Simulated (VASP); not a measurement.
Runs of VASP 6.6.1 on Si. The structure is that of space group I4/mmm (No. 139), or close to it. The cells are those of the table. 

```csv
cell,gap on the mesh (eV),pressure (GPa)
"a = 2.737, b = 2.737, c = 2.604 Å, angles 61.6, 61.6, 56.8°, 1 atom",none,-0.2
"a = 2.618, b = 2.618, c = 2.920 Å, angles 56.1, 56.1, 67.8°, 1 atom",none,0.7
"a = 2.617, b = 2.617, c = 3.103 Å, angles 53.6, 53.6, 72.7°, 1 atom",none,(a)
"a = 2.655, b = 2.655, c = 2.763 Å, angles 58.6, 58.6, 62.7°, 1 atom",none,(b)
"a = 2.856, b = 2.856, c = 2.463 Å, angles 64.5, 64.5, 51.1°, 1 atom",none,3.6
```

Alike in all rows: task single point; level PBE+D3(BJ); potentials or basis VASP PAW PBE potentials, release 64 (Si); no spin polarisation; k mesh 30 × 30 × 30; cutoff (eV) 520; smearing gaussian 0.15 eV.

Question: Estimate the missing entries.

Answer: (a) 0.8; (b) -0.4.

Caveats: the stress differs along the axes, from -3 to 3 GPa (at least some runs); the cell stands under pressure (at least some runs).

A gap of «none» marks levels without a gap at the run's occupations.
